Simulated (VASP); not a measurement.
# NbSi (Fm-3m) in VASP: notebook, part 3 of 3

VASP 6.6.1. Earlier steps stand in the parts before.

**5. Single point, PBE**

This run uses another cell than the first one, of 16.37 Å³/atom, 1.021 times its volume.

INCAR reads:

```
PREC     = Accurate       # precision mode
ENCUT    = 520            # plane-wave cutoff, eV
EDIFF    = 1E-7           # SCF threshold, eV
ISMEAR   = -1             # smearing method
SIGMA    = 0.05           # smearing width, eV
LREAL    = F              # projectors in reciprocal space
LASPH    = T              # aspherical terms in the spheres
NELM     = 80             # most SCF steps
ALGO     = Normal         # electronic algorithm
ISIF     = 2              # what is computed and relaxed
LWAVE    = F              # write WAVECAR
LCHARG   = F              # write CHGCAR
GGA      = PE             # functional
NBANDS   = 16             # bands
```

KPOINTS reads:

```
regular mesh
0
Gamma
  9 9 9
```

POSCAR reads:

```
NbSi
1.0
    0.0000000000      2.5390442493      2.5390442493
    2.5390442493      0.0000000000      2.5390442493
    2.5390442493      2.5390442493      0.0000000000
Nb Si
1 1
Direct
    0.0000000000      0.0000000000      0.0000000000
    0.5000000000      0.5000000000      0.5000000000
```

Potentials or basis: VASP PAW PBE potentials, release 64 (Nb_sv, Si).

Run with:

```
$ cat potpaw_PBE.64/Nb_sv/POTCAR potpaw_PBE.64/Si/POTCAR > POTCAR
$ mpirun -np 1 vasp_std > vasp.out
```

OUTCAR:

```text
PREC = Accurate
   ENCUT = 520
   EDIFF = 1E-7
   ISMEAR = -1
   LREAL = F
   LASPH = T
   NELM = 80
   ISIF = 2
   GGA = PE

 ion  position               nearest neighbor table
   1  0.000  0.000  0.000-   2 2.54   2 2.54   2 2.54   2 2.54   2 2.54   2 2.54
   2  0.500  0.500  0.500-   1 2.54   1 2.54   1 2.54   1 2.54   1 2.54   1 2.54

  LATTYP: Found a face centered cubic cell.
 ALAT       =     5.0780884986

  Lattice vectors:

 A1 = (   0.0000000000,   2.5390442493,   2.5390442493)
 A2 = (   2.5390442493,   0.0000000000,   2.5390442493)
 A3 = (   2.5390442493,   2.5390442493,   0.0000000000)

Analysis of symmetry for initial positions (statically):
=====================================================================
 Subroutine PRICEL returns:
 Original cell was already a primitive cell.

 Routine SETGRP: Setting up the symmetry group for a
 face centered cubic supercell.

 Subroutine GETGRP returns: Found 48 space group operations
 (whereof 48 operations were pure point group operations)
 out of a pool of 48 trial point group operations.

The static configuration has the point symmetry O_h .

Analysis of symmetry for dynamics (positions and initial velocities):
=====================================================================
 Subroutine PRICEL returns:
 Original cell was already a primitive cell.

 Routine SETGRP: Setting up the symmetry group for a
 face centered cubic supercell.

 Subroutine GETGRP returns: Found 48 space group operations
 (whereof 48 operations were pure point group operations)
 out of a pool of 48 trial point group operations.

The dynamic configuration has the point symmetry O_h .

 Subroutine INISYM returns: Found 48 space group operations
 (whereof 48 operations are pure point group operations),
 and found     1 'primitive' translations

[... 105 lines left out ...]
   NELECT =      17.0000    total number of electrons
   NUPDOWN=      -1.0000    fix difference up-down
   EMIN   =  10.00;   EMAX   =-10.00  energy-range for DOS
   EFERMI =   0.00;   METHOD = LEGACY
   ISMEAR =    -1;   SIGMA  =   0.05  broadening in eV -4-tet -1-fermi 0-gaus
   EFERMI_NEDOS =   21; number of points for ismear=-14 and -15
   IALGO  =     38    algorithm
   IMIX   =      4    mixing-type and parameters
     AMIX     =   0.40;   BMIX     =  1.00
     AMIX_MAG =   1.60;   BMIX_MAG =  1.00
  volume/ion in A,a.u.               =      16.37       110.46
  Fermi-wavevector in a.u.,A,eV,Ry     =   1.315864  2.486622 23.558447  1.731497
  Thomas-Fermi vector in A             =   2.446016
   LORBIT       =      0    0 simple, 1 ext, 2 COOP (PROOUT), +10 PAW based schemes
   GGA     = PE    functional components
   LHFCALC =     F    Hartree Fock is set to
   AEXX    =    0.0000 exact exchange contribution
   IVDW    =     0    specifies the selected vdW correction
   LEPSILON=     F    determine dielectric tensor
   LRPA    =     F    only Hartree local field effects (RPA)
 non-spin polarized calculation
  energy-cutoff  :      520.00
  volume of cell :       32.74
 maximum number of plane-waves:       899
   NGX = 13   NGY = 13   NGZ = 13

 number of electron      17.0000001 magnetization

 Free energy of the ion-electron system (eV)
  ---------------------------------------------------
  ext. energy  EPLUGINS =         0.00000000
  ---------------------------------------------------
  free energy    TOTEN  =       -16.08171463 eV

  energy without entropy =      -16.07079148  energy(sigma->0) =      -16.07625305

 E-fermi :  10.7733     XC(G=0): -11.7836

 val. band max:       10.7676702712   @ k =   0.4444   0.2222   0.1111
 cond. band min:      10.7893626772   @ k =  -0.2222   0.2222   0.0000
 fundamental gap:      0.0216924060
 Fermi energy:        10.7733451051

 k-point     1 :       0.0000    0.0000    0.0000
  band No.  band energies     occupation
      1     -44.4093      2.00000
      2     -20.4337      2.00000
      3     -20.4337      2.00000
      4     -20.4337      2.00000
      5      -0.0854      2.00000
      6       9.4550      2.00000
[... 433 lines left out ...]
      3     -20.5189      2.00000
      4     -20.5189      2.00000
      5       2.2072      2.00000
      6       7.0952      2.00000
[... 8 lines left out ...]
     15      22.4347      0.00000
     16      24.6018      0.00000

 [... further k-points ...]
[... 5 lines left out ...]
  --------------------------------------------------------------------------------------
  -------------------------------------------------------------------------------------
  Total        1.3141479      1.3141479      1.3141479     -0.0000000     -0.0000000      0.0000000
  in kB       64.3152609     64.3152609     64.3152609     -0.0000000     -0.0000000      0.0000000
  external PRESSURE =      64.3152609 kB  Pullay stress =       0.0000000 kB

 VOLUME and BASIS-vectors are now :
 -----------------------------------------------------------------------------
  energy-cutoff  :      520.00
  volume of cell :       32.74
      direct lattice vectors                 reciprocal lattice vectors
     0.000000000  2.539044249  2.539044249    -0.196924492  0.196924492  0.196924492
     2.539044249  0.000000000  2.539044249     0.196924492 -0.196924492  0.196924492
     2.539044249  2.539044249  0.000000000     0.196924492  0.196924492 -0.196924492

 POSITION                                       TOTAL-FORCE (eV/Angst)
 -----------------------------------------------------------------------------------
      0.00000      0.00000      0.00000         0.000000      0.000000      0.000000
      2.53904      2.53904      2.53904        -0.000000      0.000000     -0.000000
 -----------------------------------------------------------------------------------
    total drift:                               -0.000000      0.000000      0.000000

  FREE ENERGIE OF THE ION-ELECTRON SYSTEM (eV)
  ---------------------------------------------------
  free  energy   TOTEN  =       -16.0817146327 eV

  energy  without entropy=      -16.0707914752  energy(sigma->0) =      -16.07625305
```

It took 9.4 s on 1 thread of Intel Xeon 6975P-C (Granite Rapids), shared host; peak memory 0.16 GiB.

What came out:

* Free energy: -16.0817 eV
* Pressure: 6.4 GPa

**6. Overview**

| cell | gap on the mesh (eV) | pressure (GPa) |
| --- | --- | --- |
| a = 3.566 Å, angles 60.0°, 2 atoms | none | 10.3 |
| a = 3.591 Å, angles 60.0°, 2 atoms | none | 6.4 |
| a = 3.616 Å, angles 60.0°, 2 atoms | none | 3.0 |

Alike in all rows: task single point; level PBE; potentials or basis VASP PAW PBE potentials, release 64 (Nb_sv, Si); no spin polarisation; k mesh 9 × 9 × 9; cutoff (eV) 520; smearing fermi-dirac 0.05 eV.

Total energies depend on the potentials used, so only differences within one code and one set of settings carry meaning.
